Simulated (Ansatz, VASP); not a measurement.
# NaI: VASP beside Ansatz

```
Na I
1.0
     0.00000    3.17033    3.17033
     3.17033    0.00000    3.17033
     3.17033    3.17033    0.00000
Na I
1 1
Direct
  0.00000 0.00000 0.00000
  0.50000 0.50000 0.50000
```

Change from the starting cell: volume scaled by 0.94, PAW files.

Alike in both runs: task electric field gradients; functional LDA; k mesh 8 × 8 × 8; occupations fermi-dirac, width 0.02 eV; no spin polarisation.

|  | VASP | Ansatz |
| --- | --- | --- |
| version | VASP 6.6.1 | Ansatz 0.2.0 |
| potentials or method | VASP PAW LDA potentials, release 64 (Na_pv, I) | PAW with Ansatz's default frozen-core files, scalar-relativistic |
| plane-wave cutoff (eV) | 520 | 420 |
| valence electrons in the cell | 14 | 26 |

```csv
,VASP,Ansatz,Ansatz less VASP
gap on the k mesh at the Fermi level (eV),3.52,3.50,-0.014
pressure (GPa),-0.7,-0.7,-0.02
```

LDA's correlation is that of Perdew and Zunger in VASP and of Perdew and Wang (1992) in Ansatz. VASP's potentials hold 14 valence electrons a cell and Ansatz's 26, so a difference there can come from the potentials and not from the codes.

Spin-orbit coupling is off throughout.
